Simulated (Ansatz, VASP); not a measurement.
# SnTe3 in VASP and in Ansatz

```
Te Sn
1.0
     0.00000    3.86122    3.86122
     3.86122    0.00000    3.86122
     3.86122    3.86122    0.00000
Te Sn
3 1
Direct
  0.50000 0.50000 0.50000
  0.75000 0.75000 0.75000
  0.25000 0.25000 0.25000
  0.00000 0.00000 0.00000
```

Alike in both runs: task single point; functional PBE; k mesh 8 × 8 × 8; occupations gaussian, width 0.02 eV; no spin polarisation.

```csv
,VASP,Ansatz
version,VASP 6.6.1,Ansatz 0.2.0
potentials or method,"VASP PAW PBE potentials, release 64 (Te, Sn_d), cutoff 520 eV","scalar-relativistic, plane waves, PAW"
valence electrons in the cell,32,62
```

|  | VASP | Ansatz | Ansatz less VASP |
| --- | --- | --- | --- |
| gap on the k mesh at the Fermi level (eV) | none | none | - |
| pressure (GPa) | 0.0 | 0.1 | +0.06 |

A gap of «none» marks a metal or a gap that the smearing closes. With one functional, cell and mesh, what is left measures potentials, basis and numerics. VASP's potentials hold 32 valence electrons a cell and Ansatz's 62, so a difference there can come from the potentials and not from the codes. Ansatz's warnings: stress scf threshold loose.

Neither program's run includes spin-orbit coupling.
